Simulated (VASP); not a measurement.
A run of VASP 6.6.1 is set up as follows.

Contents of INCAR:

```
SYSTEM = N
  PREC = Accurate
  ENCUT = 520
  EDIFF = 1E-6
  ISMEAR = 0
  SIGMA = 0.02
  LREAL = .False.
  LASPH = .True.
  NELM = 80
  ALGO = Normal
  ISIF = 2
  LWAVE = .False.
  LCHARG = .True.
  GGA = PE
  IVDW = 12
  LELF = .True.
  LVHAR = .True.
  NBANDS = 18
```

KPOINTS

```
regular mesh
0
Gamma
  6 6 4
  0 0 0
```

File POSCAR:

```
N
1.0
    4.0947785943      0.0000000000      0.0000000000
    0.0000000000      4.0947785943      0.0000000000
    0.0000000000      0.0000000000      5.3224813786
N
4
Direct
    0.9048749856      0.9048749856      0.0000000000
    0.5951250144      0.4048749856      0.5000000000
    0.0951250144      0.0951250144      0.0000000000
    0.4048749856      0.5951250144      0.5000000000
```

Potentials or basis: VASP PAW PBE potentials, release 64 (N).

Launch:

```console
$ cat potpaw_PBE.64/N/POTCAR > POTCAR
$ mpirun -np 1 vasp_std > vasp.out
```

Estimate the largest force.

1.735 eV/Å.

Estimate the pressure.

2.1 GPa.

Forces on the atoms (eV/Å):
```
N   -1.227 -1.227  0.000
N    1.227 -1.227  0.000
N    1.227  1.227  0.000
N   -1.227  1.227  0.000
```

Caveat: the standard files for N, O and F lose accuracy on very short bonds; forces of over 1 eV/Å act on the atoms, so gaps and moduli don't describe the material at rest.
